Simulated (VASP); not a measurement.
Set up this calculation in VASP 6.6.1, as the native input.

```yaml
Task: single point
Functional: PBE
Dispersion: D3(BJ)
Potentials_or_basis: VASP PAW PBE potentials, release 64 (Al, H)
Cutoff: 520 eV
k_mesh: 6 × 6 × 1
Occupations: gaussian, width 0.1 eV
Spin: no spin polarisation
Dipole_correction: yes
Further_INCAR_settings: ALGO = Normal; EDIFF = 1e-07; NBANDS = 30
```

The structure of Al12H lies in POSCAR:

```
Al12H
1.0
    5.6314608525      0.0000000000      0.0000000000
   -2.8157304263      4.8769881587      0.0000000000
    0.0000000000      0.0000000000     21.5684292007
Al H
12 1
Direct
    0.3333333333      0.1666666667      0.1854562501
    0.3333333333      0.6666666667      0.1854562501
    0.8333333333      0.1666666667      0.1854562501
    0.8333333333      0.6666666667      0.1854562501
    0.1666666667      0.3333333333      0.2913950739
    0.1666666667      0.8333333333      0.2913950739
    0.6666666667      0.3333333333      0.2913950739
    0.6666666667      0.8333333333      0.2913950739
    0.0000000000      0.0000000000      0.3972671872
    0.0000000000      0.5000000000      0.3972671872
    0.5000000000      0.0000000000      0.3972671872
    0.5000000000      0.5000000000      0.3972671872
    0.0000000000      0.1666666667      0.5363593748
```

The input as run:

INCAR

```
ALGO = Normal
DIPOL = 0.5 0.5 0.310
EDIFF = 1E-7
ENCUT = 520
GGA = PE
IDIPOL = 3
ISIF = 2
ISMEAR = 0
IVDW = 12
LASPH = True
LCHARG = True
LDIPOL = True
LELF = True
LREAL = False
LVACPOTAV = True
LVHAR = True
LWAVE = False
NBANDS = 30
NELM = 80
PREC = Accurate
SIGMA = 0.1
```

KPOINTS

```
k-points
0
Gamma
  6 6 1
```

Potentials or basis: VASP PAW PBE potentials, release 64 (Al, H).

Command:

```sh
$ cat potpaw_PBE.64/Al/POTCAR potpaw_PBE.64/H/POTCAR > POTCAR
$ mpirun -np 1 vasp_std > vasp.out
```

Results of the run:

```json
{
 "Largest force": "0.959 eV/Å",
 "Band gap on the k mesh": "zero (an odd number of electrons rules out a gap without spin polarisation)",
 "Dispersion energy per atom": "-0.224 eV"
}
```

It took 8.6 min on 1 thread of AMD EPYC 7R13 Processor (Zen 3) (shared host), peak memory 0.69 GiB.
